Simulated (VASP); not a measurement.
Wanted: the native input for a VASP 6.6.1 run.

```
Task                   : single point
Functional             : PBEsol
Potentials or basis    : VASP PAW PBE potentials, release 64 (Zr_sv, S)
Cutoff                 : 500 eV
k mesh                 : 6 × 6 × 4
Occupations            : gaussian, width 0.01 eV
Spin                   : no spin polarisation
Dipole correction      : no
Further INCAR settings : ALGO = Normal; EDIFF = 1e-06; NBANDS = 19
```

The structure of ZrS2 lies in POSCAR:

```
ZrS2
1.0
    3.5901974214      0.0000000000      0.0000000000
   -1.7950987059      3.1092021683      0.0000000000
    0.0000000000      0.0000000000      5.8754839983
Zr S
1 2
Direct
    0.0000000000      0.0000000000      0.0000000000
    0.6666666667      0.3333333333      0.7620900300
    0.3333333333      0.6666666667      0.2379099700
```

One way to write it, as run:

INCAR

```
PREC     = Accurate       # precision mode
ENCUT    = 500            # plane-wave cutoff, eV
EDIFF    = 1E-6           # SCF threshold, eV
ISMEAR   = 0              # smearing method
SIGMA    = 0.01           # smearing width, eV
LREAL    = False          # projectors in reciprocal space
LASPH    = True           # aspherical terms in the spheres
NELM     = 120            # most SCF steps
ALGO     = Normal         # electronic algorithm
ISIF     = 2              # what is computed and relaxed
LWAVE    = False          # write WAVECAR
LCHARG   = False          # write CHGCAR
GGA      = PS             # functional
NBANDS   = 19             # bands
GGA_COMPAT= False
```

KPOINTS

```
Automatic mesh
0
Gamma
  6 6 4
```

Potentials or basis: VASP PAW PBE potentials, release 64 (Zr_sv, S).

Launch:

```console
$ cat potpaw_PBE.64/Zr_sv/POTCAR potpaw_PBE.64/S/POTCAR > POTCAR
$ mpirun -np 1 vasp_std > vasp.out
```

It gave:

```yaml
Pressure: 5.9 GPa
Largest_force: 0.905 eV/Å
Band_gap_on_the_k_mesh: 0.92 eV (least direct gap 1.59 eV)
```

Caveat: the cell stands under pressure; the PAW data sets were made with another functional, which shifts forces and pressure a little; this functional lacks dispersion, which binds the layers, so the pressure and a relaxed spacing across them are unreliable.

Run time: 29 s on 1 thread of AMD EPYC 7R43 64-Core Processor (Zen 3) (shared host), peak memory 0.16 GiB.
